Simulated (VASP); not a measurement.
Write the native input for VASP 6.6.1 that does the following.

| Item | Value |
| --- | --- |
| Task | single point |
| Functional | PBEsol |
| Potentials or basis | VASP PAW PBE potentials, release 64 (Pt, Se) |
| Cutoff | 520 eV |
| k mesh | 8 × 8 × 5 |
| Occupations | fermi-dirac, width 0.05 eV |
| Spin | non-collinear spin, zero start, spin-orbit coupling |
| Starting moments | [[0.0, 0.0, 0.0], [0.0, 0.0, 0.0], [0.0, 0.0, 0.0]] μB |
| Dipole correction | no |
| Further INCAR settings | ALGO = Normal; EDIFF = 1e-06; NBANDS = 35 |

The structure of PtSe2 (Sudovikovite) lies in POSCAR:

```
PtSe2
1.0
    3.7240000000      0.0000000000      0.0000000000
   -1.8620000000      3.2250786037      0.0000000000
    0.0000000000      0.0000000000      5.0620000000
Pt Se
1 2
Direct
    0.0000000000      0.0000000000      0.0000000000
    0.6666666667      0.3333333333      0.7500000000
    0.3333333333      0.6666666667      0.2500000000
```

The input as run:

INCAR

```
PREC     = Accurate       # precision mode
ENCUT    = 520            # plane-wave cutoff, eV
EDIFF    = 1E-6           # SCF threshold, eV
ISMEAR   = -1             # smearing method
SIGMA    = 0.05           # smearing width, eV
LREAL    = False          # projectors in reciprocal space
LASPH    = True           # aspherical terms in the spheres
NELM     = 150            # most SCF steps
ALGO     = Normal         # electronic algorithm
ISIF     = 2              # what is computed and relaxed
LWAVE    = False          # write WAVECAR
LCHARG   = False          # write CHGCAR
MAGMOM   = 0 0 0 0 0 0 0 0 0 # initial moments
LORBIT   = 11             # projections on sites
LSORBIT  = True           # spin-orbit coupling
GGA_COMPAT= False        
LORBMOM  = True         
LMAXMIX  = 4              # l up to which the mixer works
GGA      = PS             # functional
NBANDS   = 35             # bands
```

KPOINTS

```
regular mesh
0
Gamma
  8 8 5
```

Potentials or basis: VASP PAW PBE potentials, release 64 (Pt, Se).

The run is started by

```bash
$ cat potpaw_PBE.64/Pt/POTCAR potpaw_PBE.64/Se/POTCAR > POTCAR
$ mpirun -np 1 vasp_ncl > vasp.out
```

Results of the run:

| Property | Result |
| --- | --- |
| Pressure | 2.4 GPa |
| Largest force | 0.383 eV/Å |
| Net moment | 0.00 μB per cell |
| Valence electrons inside the program's atomic spheres | Pt 9.45; Se 3.79 |

Caveat: the PAW data sets were made with another functional, which shifts forces and pressure a little.

It took 2.5 min on 1 thread of Intel(R) Xeon(R) Platinum 8559C (Emerald Rapids), with other jobs on the host, peak memory 0.37 GiB.
